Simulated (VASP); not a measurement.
# Cu (Fm-3m) in VASP: further runs

Runs on Cu. Level: PBE. Tasks: single point, relaxation of cell and atoms.

Program: VASP 6.6.1. These are calculated values, not measurements. Logs are shortened: lines on timing, memory, paths and dates and some standing lists are left out, and cuts for length are marked.

### 1 The cell of the first run

Symmetry: Fm-3m, No. 225, cubic system. Conventional cell: a = 3.630 Å, b = 3.630 Å, c = 3.630 Å, α = 90.00°, β = 90.00°, γ = 90.00°. Within 3.4 Å of Cu (site symmetry m-3m) lie 12 Cu at 2.57 Å.

### 2 Single point, PBE

Input file INCAR:

```
SYSTEM = Cu
ALGO = Normal
EDIFF = 1E-6
ENCUT = 520
GGA = PE
ISIF = 2
ISMEAR = 0
LASPH = .TRUE.
LCHARG = .FALSE.
LREAL = .FALSE.
LWAVE = .FALSE.
NBANDS = 12
NELM = 60
PREC = Accurate
SIGMA = 0.1
```

Input file KPOINTS:

```
k-points
0
G
  20 20 20
  0 0 0
```

Input file POSCAR:

```
Cu
1.0
    0.0000000000      1.8148741281      1.8148741281
    1.8148741281      0.0000000000      1.8148741281
    1.8148741281      1.8148741281      0.0000000000
Cu
1
Direct
    0.0000000000      0.0000000000      0.0000000000
```

Potentials or basis: VASP PAW PBE potentials, release 64 (Cu).

The run is started by

```sh
> cat potpaw_PBE.64/Cu/POTCAR > POTCAR
> mpirun -np 1 vasp_std > vasp.out
```

OUTCAR:

```text
SYSTEM = Cu
   EDIFF = 1E-6
   ENCUT = 520
   GGA = PE
   ISIF = 2
   ISMEAR = 0
   LASPH = .TRUE.
   LREAL = .FALSE.
   NELM = 60
   PREC = Accurate

 ion  position               nearest neighbor table
   1  0.000  0.000  0.000-

  LATTYP: Found a face centered cubic cell.
 ALAT       =     3.6297482562

  Lattice vectors:

 A1 = (   0.0000000000,   1.8148741281,   1.8148741281)
 A2 = (   1.8148741281,   0.0000000000,   1.8148741281)
 A3 = (   1.8148741281,   1.8148741281,   0.0000000000)

Analysis of symmetry for initial positions (statically):
=====================================================================
 Subroutine PRICEL returns:
 Original cell was already a primitive cell.

 Routine SETGRP: Setting up the symmetry group for a
 face centered cubic supercell.

 Subroutine GETGRP returns: Found 48 space group operations
 (whereof 48 operations were pure point group operations)
 out of a pool of 48 trial point group operations.

The static configuration has the point symmetry O_h .

Analysis of symmetry for dynamics (positions and initial velocities):
=====================================================================
 Subroutine PRICEL returns:
 Original cell was already a primitive cell.

 Routine SETGRP: Setting up the symmetry group for a
 face centered cubic supercell.

 Subroutine GETGRP returns: Found 48 space group operations
 (whereof 48 operations were pure point group operations)
 out of a pool of 48 trial point group operations.

The dynamic configuration has the point symmetry O_h .

 Subroutine INISYM returns: Found 48 space group operations
 (whereof 48 operations are pure point group operations),
 and found     1 'primitive' translations

----------------------------------------------------------------------------------------

                                     Primitive cell

  volume of cell :      11.9555

  direct lattice vectors                    reciprocal lattice vectors
     0.000000000  1.814874128  1.814874128    -0.275501200  0.275501200  0.275501200
     1.814874128  0.000000000  1.814874128     0.275501200 -0.275501200  0.275501200
     1.814874128  1.814874128  0.000000000     0.275501200  0.275501200 -0.275501200

  length of vectors
     2.566619606  2.566619606  2.566619606     0.477182076  0.477182076  0.477182076

  position of ions in fractional coordinates (direct lattice)
     0.000000000  0.000000000  0.000000000

  ion indices of the primitive-cell ions
   primitive index   ion index
                 1           1

----------------------------------------------------------------------------------------

 KPOINTS: k-points

Automatic generation of k-mesh.
 Grid dimensions read from file:
 generate k-points for:   20   20   20

 Generating k-lattice:

  Cartesian coordinates                     Fractional coordinates (reciprocal lattice)
    -0.013775060  0.013775060  0.013775060     0.050000000  0.000000000  0.000000000
     0.013775060 -0.013775060  0.013775060     0.000000000  0.050000000  0.000000000
     0.013775060  0.013775060 -0.013775060     0.000000000  0.000000000  0.050000000

  Length of vectors
     0.023859104  0.023859104  0.023859104

  Shift w.r.t. Gamma in fractional coordinates (k-lattice)
     0.000000000  0.000000000  0.000000000

 Subroutine IBZKPT returns following result:
 ===========================================

 Found    256 irreducible k-points:

 Following reciprocal coordinates:
            Coordinates               Weight
  0.000000  0.000000  0.000000      1.000000
  0.050000  0.000000  0.000000      8.000000
  0.100000  0.000000  0.000000      8.000000
  0.150000  0.000000  0.000000      8.000000
  0.200000  0.000000  0.000000      8.000000
  0.250000  0.000000  0.000000      8.000000
[... 16 lines left out ...]
 -0.400000  0.050000  0.000000     24.000000
 -0.350000  0.050000  0.000000     24.000000
 [... further k-points ...]
   k-points           NKPTS =    256   k-points in BZ     NKDIM =    256   number of bands    NBANDS=     12
   number of dos      NEDOS =    301   number of ions     NIONS =      1
   total plane-waves  NPLWV =   8000
   dimension x,y,z NGX =    20 NGY =   20 NGZ =   20
   dimension x,y,z NGXF=    40 NGYF=   40 NGZF=   40
   ions per type =               1
   NGX,Y,Z   is equivalent  to a cutoff of  12.95, 12.95, 12.95 a.u.
   NGXF,Y,Z  is equivalent  to a cutoff of  25.91, 25.91, 25.91 a.u.
 SYSTEM =  Cu
   PREC   = accura    normal or accurate (medium, high low for compatibility)
   ISTART =      0    job   : 0-new  1-cont  2-samecut
   ICHARG =      2    charge: 1-file 2-atom 10-const
   ISPIN  =      1    spin polarized calculation?
   LNONCOLLINEAR =      F non collinear calculations
   LSORBIT =      F    spin-orbit coupling
   LASPH  =      T    aspherical Exc in radial PAW
   ENCUT  =  520.0 eV  38.22 Ry    6.18 a.u.   4.77  4.77  4.77*2*pi/ulx,y,z
   NELM   =     60;   NELMIN=  2; NELMDL= -5     # of ELM steps
   EDIFF  = 0.1E-05   stopping-criterion for ELM
   LREAL  =      F    real-space projection
   EDIFFG = 0.1E-04   stopping-criterion for IOM
   NSW    =      0    number of steps for IOM
   IBRION =     -1    ionic relax: 0-MD 1-quasi-New 2-CG
   NFREE  =      0    steps in history (QN), initial steepest desc. (CG)
   ISIF   =      2    stress and relaxation
   ISYM   =      2    0-nonsym 1-usesym 2-fastsym
   POTIM  = 0.5000    time-step for ionic-motion
   TEBEG  =    0.0;   TEEND  =   0.0 temperature during run
   PSTRESS=    0.0 pullay stress
   NELECT =      11.0000    total number of electrons
   NUPDOWN=      -1.0000    fix difference up-down
   EMIN   =  10.00;   EMAX   =-10.00  energy-range for DOS
   EFERMI =   0.00;   METHOD = LEGACY
   ISMEAR =     0;   SIGMA  =   0.10  broadening in eV -4-tet -1-fermi 0-gaus
   EFERMI_NEDOS =   21; number of points for ismear=-14 and -15
   IALGO  =     38    algorithm
   IMIX   =      4    mixing-type and parameters
     AMIX     =   0.40;   BMIX     =  1.00
     AMIX_MAG =   1.60;   BMIX_MAG =  1.00
  volume/ion in A,a.u.               =      11.96        80.68
  Fermi-wavevector in a.u.,A,eV,Ry     =   1.592267  3.008948 34.495042  2.535314
  Thomas-Fermi vector in A             =   2.690679
   LORBIT       =      0    0 simple, 1 ext, 2 COOP (PROOUT), +10 PAW based schemes
   GGA     = PE    functional components
   LHFCALC =     F    Hartree Fock is set to
   AEXX    =    0.0000 exact exchange contribution
   IVDW    =     0    specifies the selected vdW correction
   LEPSILON=     F    determine dielectric tensor
   LRPA    =     F    only Hartree local field effects (RPA)
 non-spin polarized calculation
 Gauss-broadening in eV      SIGMA  =   0.10
  energy-cutoff  :      520.00
  volume of cell :       11.96
 maximum number of plane-waves:       332
   NGX =  9   NGY =  9   NGZ =  9

 number of electron      10.9999997 magnetization

 Free energy of the ion-electron system (eV)
  ---------------------------------------------------
  ext. energy  EPLUGINS =         0.00000000
  ---------------------------------------------------
  free energy    TOTEN  =        -3.72940231 eV

  energy without entropy =       -3.72806886  energy(sigma->0) =       -3.72873558

 E-fermi :   7.4086     XC(G=0): -12.6549

 val. band max:        7.3897496383   @ k =   0.5000   0.2500   0.1000
 cond. band min:       7.4555076450   @ k =   0.5000   0.3500   0.1500
 fundamental gap:      0.0657580067
 Fermi energy:         7.4085791325

 k-point     1 :       0.0000    0.0000    0.0000
  band No.  band energies     occupation
      1      -1.8234      2.00000
      2       4.4467      2.00000
      3       4.4467      2.00000
      4       4.4467      2.00000
      5       5.2533      2.00000
      6       5.2533      2.00000
      7      29.9313      0.00000
      8      32.4810      0.00000
      9      32.4810      0.00000
     10      32.4810      0.00000
     11      34.9639      0.00000
     12      34.9639      0.00000

 k-point     2 :       0.0500    0.0000    0.0000
  band No.  band energies     occupation
      1      -1.7330      2.00000
      2       4.4277      2.00000
      3       4.4639      2.00000
      4       4.4639      2.00000
      5       5.2465      2.00000
      6       5.2465      2.00000
      7      29.4239      0.00000
      8      31.2699      0.00000
      9      32.1757      0.00000
     10      32.1757      0.00000
     11      35.3991      0.00000
     12      35.3991      0.00000

 k-point     3 :       0.1000    0.0000    0.0000
  band No.  band energies     occupation
      1      -1.4642      2.00000
      2       4.3748      2.00000
      3       4.5098      2.00000
      4       4.5098      2.00000
      5       5.2311      2.00000
      6       5.2311      2.00000
      7      27.3780      0.00000
      8      30.6475      0.00000
      9      31.5847      0.00000
     10      31.5847      0.00000
     11      36.3501      0.00000
     12      36.3501      0.00000
[... 286 lines left out ...]
 k-point    23 :      -0.4000    0.0500    0.0000
  band No.  band energies     occupation
      1       2.3148      2.00000
      2       4.4233      2.00000
      3       4.4686      2.00000
      4       5.1667      2.00000
      5       5.6897      2.00000
      6       6.1567      2.00000
      7      12.8034      0.00000
      8      27.1548      0.00000
      9      29.0802      0.00000
     10      29.6871      0.00000
     11      32.6395      0.00000
     12      34.0091      0.00000

 k-point    24 :      -0.3500    0.0500    0.0000
  band No.  band energies     occupation
      1       1.9656      2.00000
      2       4.4728      2.00000
      3       4.5119      2.00000
      4       4.6479      2.00000
      5       5.5633      2.00000
      6       5.8419      2.00000
      7      14.6445      0.00000
      8      27.0882      0.00000
      9      29.4852      0.00000
     10      30.3949      0.00000
     11      32.7263      0.00000
     12      34.4474      0.00000

 [... further k-points ...]
[... 5 lines left out ...]
  --------------------------------------------------------------------------------------
  -------------------------------------------------------------------------------------
  Total        0.0430157      0.0430157      0.0430157      0.0000000      0.0000000     -0.0000000
  in kB        5.7645893      5.7645893      5.7645893      0.0000000      0.0000000     -0.0000000
  external PRESSURE =       5.7645893 kB  Pullay stress =       0.0000000 kB

 VOLUME and BASIS-vectors are now :
 -----------------------------------------------------------------------------
  energy-cutoff  :      520.00
  volume of cell :       11.96
      direct lattice vectors                 reciprocal lattice vectors
     0.000000000  1.814874128  1.814874128    -0.275501200  0.275501200  0.275501200
     1.814874128  0.000000000  1.814874128     0.275501200 -0.275501200  0.275501200
     1.814874128  1.814874128  0.000000000     0.275501200  0.275501200 -0.275501200

 POSITION                                       TOTAL-FORCE (eV/Angst)
 -----------------------------------------------------------------------------------
      0.00000      0.00000      0.00000         0.000000      0.000000      0.000000
 -----------------------------------------------------------------------------------
    total drift:                                0.000000      0.000000      0.000000

  FREE ENERGIE OF THE ION-ELECTRON SYSTEM (eV)
  ---------------------------------------------------
  free  energy   TOTEN  =        -3.7294023060 eV

  energy  without entropy=       -3.7280688623  energy(sigma->0) =       -3.72873558
```

Run time: 13 s. Hardware: 1 thread of Intel Xeon 6975P-C (Granite Rapids), shared host; peak memory 0.15 GiB.

What came out:

```yaml
Free_energy: -3.7294 eV
Pressure: 0.6 GPa
```

Levels at points of the mesh, in eV from the Fermi level:
```tsv
k point	band 3	band 4	band 5	band 6	band 7	band 8	band 9	band 10
(0.00, 0.00, 0.00)	-2.96	-2.96	-2.16	-2.16	22.52	25.07	25.07	25.07
(0.50, 0.00, 0.00)	-2.99	-1.60	-1.60	-0.94	3.72	21.02	21.91	21.91
(0.50, 0.50, 0.00)	-1.62	-1.46	-1.46	1.53	7.06	13.01	13.01	17.48
```

### 3 Single point, PBE

This run uses another cell than the first one, of 11.41 Å³/atom, 0.954 times its volume.

Input file INCAR:

```
PREC     = Accurate       # precision mode
ENCUT    = 520            # plane-wave cutoff, eV
EDIFF    = 1E-6           # SCF threshold, eV
ISMEAR   = 0              # smearing method
SIGMA    = 0.1            # smearing width, eV
LREAL    = False          # projectors in reciprocal space
LASPH    = True           # aspherical terms in the spheres
NELM     = 100            # most SCF steps
ALGO     = Normal         # electronic algorithm
ISIF     = 2              # what is computed and relaxed
LWAVE    = False          # write WAVECAR
LCHARG   = False          # write CHGCAR
GGA      = PE             # functional
NBANDS   = 12             # bands
```

Input file KPOINTS:

```
Automatic mesh
0
Gamma
  10 10 10
```

Input file POSCAR:

```
Cu
1.0
    0.0000000000      1.7866013995      1.7866013995
    1.7866013995      0.0000000000      1.7866013995
    1.7866013995      1.7866013995      0.0000000000
Cu
1
Direct
    0.0000000000      0.0000000000      0.0000000000
```

Potentials or basis: VASP PAW PBE potentials, release 64 (Cu).

The run is started by

```sh
> cat potpaw_PBE.64/Cu/POTCAR > POTCAR
> mpirun -np 1 vasp_std > vasp.out
```

OUTCAR:

```text
PREC = Accurate
   ENCUT = 520
   EDIFF = 1E-6
   ISMEAR = 0
   LREAL = False
   LASPH = True
   NELM = 100
   ISIF = 2
   GGA = PE

 ion  position               nearest neighbor table
   1  0.000  0.000  0.000-

  LATTYP: Found a face centered cubic cell.
 ALAT       =     3.5732027990

  Lattice vectors:

 A1 = (   0.0000000000,   1.7866013995,   1.7866013995)
 A2 = (   1.7866013995,   0.0000000000,   1.7866013995)
 A3 = (   1.7866013995,   1.7866013995,   0.0000000000)

Analysis of symmetry for initial positions (statically):
=====================================================================
 Subroutine PRICEL returns:
 Original cell was already a primitive cell.

 Routine SETGRP: Setting up the symmetry group for a
 face centered cubic supercell.

 Subroutine GETGRP returns: Found 48 space group operations
 (whereof 48 operations were pure point group operations)
 out of a pool of 48 trial point group operations.

The static configuration has the point symmetry O_h .

Analysis of symmetry for dynamics (positions and initial velocities):
=====================================================================
 Subroutine PRICEL returns:
 Original cell was already a primitive cell.

 Routine SETGRP: Setting up the symmetry group for a
 face centered cubic supercell.

 Subroutine GETGRP returns: Found 48 space group operations
 (whereof 48 operations were pure point group operations)
 out of a pool of 48 trial point group operations.

The dynamic configuration has the point symmetry O_h .

 Subroutine INISYM returns: Found 48 space group operations
 (whereof 48 operations are pure point group operations),
 and found     1 'primitive' translations

----------------------------------------------------------------------------------------

                                     Primitive cell

  volume of cell :      11.4055

  direct lattice vectors                    reciprocal lattice vectors
[... 106 lines left out ...]
  volume/ion in A,a.u.               =      11.41        76.97
  Fermi-wavevector in a.u.,A,eV,Ry     =   1.617464  3.056564 35.595440  2.616191
  Thomas-Fermi vector in A             =   2.711885
   LORBIT       =      0    0 simple, 1 ext, 2 COOP (PROOUT), +10 PAW based schemes
   GGA     = PE    functional components
   LHFCALC =     F    Hartree Fock is set to
   AEXX    =    0.0000 exact exchange contribution
   IVDW    =     0    specifies the selected vdW correction
   LEPSILON=     F    determine dielectric tensor
   LRPA    =     F    only Hartree local field effects (RPA)
 non-spin polarized calculation
 Gauss-broadening in eV      SIGMA  =   0.10
  energy-cutoff  :      520.00
  volume of cell :       11.41
 maximum number of plane-waves:       331
   NGX =  9   NGY =  9   NGZ =  9

 number of electron      11.0000013 magnetization

 Free energy of the ion-electron system (eV)
  ---------------------------------------------------
  ext. energy  EPLUGINS =         0.00000000
  ---------------------------------------------------
  free energy    TOTEN  =        -3.69998216 eV

  energy without entropy =       -3.69666941  energy(sigma->0) =       -3.69832579

 E-fermi :   7.9050     XC(G=0): -12.9308

 val. band max:        7.8770733799   @ k =   0.5000   0.1000   0.0000
 cond. band min:       8.1433529176   @ k =   0.5000   0.3000   0.1000
 fundamental gap:      0.2662795377
 Fermi energy:         7.9050231698

 k-point     1 :       0.0000    0.0000    0.0000
  band No.  band energies     occupation
      1      -1.5948      2.00000
      2       4.8833      2.00000
      3       4.8833      2.00000
      4       4.8833      2.00000
      5       5.7512      2.00000
      6       5.7512      2.00000
      7      30.8986      0.00000
      8      33.8162      0.00000
      9      33.8162      0.00000
     10      33.8162      0.00000
     11      36.3402      0.00000
     12      36.3402      0.00000
[... 331 lines left out ...]
 k-point    24 :       0.4000    0.3000    0.0000
  band No.  band energies     occupation
      1       2.8317      2.00000
      2       3.7572      2.00000
      3       5.4364      2.00000
      4       5.8951      2.00000
      5       6.3161      2.00000
      6       6.9455      2.00000
      7      20.4230      0.00000
      8      21.2967      0.00000
      9      23.2967      0.00000
     10      27.4544      0.00000
     11      31.3266      0.00000
     12      46.3579      0.00000

 [... further k-points ...]
[... 5 lines left out ...]
  --------------------------------------------------------------------------------------
  -------------------------------------------------------------------------------------
  Total        0.5815243      0.5815243      0.5815243      0.0000000     -0.0000000      0.0000000
  in kB       81.6893458     81.6893458     81.6893458      0.0000000     -0.0000000      0.0000000
  external PRESSURE =      81.6893458 kB  Pullay stress =       0.0000000 kB

 VOLUME and BASIS-vectors are now :
 -----------------------------------------------------------------------------
  energy-cutoff  :      520.00
  volume of cell :       11.41
      direct lattice vectors                 reciprocal lattice vectors
     0.000000000  1.786601400  1.786601400    -0.279860970  0.279860970  0.279860970
     1.786601400  0.000000000  1.786601400     0.279860970 -0.279860970  0.279860970
     1.786601400  1.786601400  0.000000000     0.279860970  0.279860970 -0.279860970

 POSITION                                       TOTAL-FORCE (eV/Angst)
 -----------------------------------------------------------------------------------
      0.00000      0.00000      0.00000         0.000000      0.000000      0.000000
 -----------------------------------------------------------------------------------
    total drift:                               -0.000000     -0.000000     -0.000000

  FREE ENERGIE OF THE ION-ELECTRON SYSTEM (eV)
  ---------------------------------------------------
  free  energy   TOTEN  =        -3.6999821609 eV

  energy  without entropy=       -3.6966694102  energy(sigma->0) =       -3.69832579
```

Run time: 3.2 s. Hardware: 1 thread of AMD EPYC 9R45 (Zen 5), shared host; peak memory 0.09 GiB.

Results:

```
Free energy : -3.7000 eV
Pressure    : 8.2 GPa
```

(Continued in part 2 of 2.)
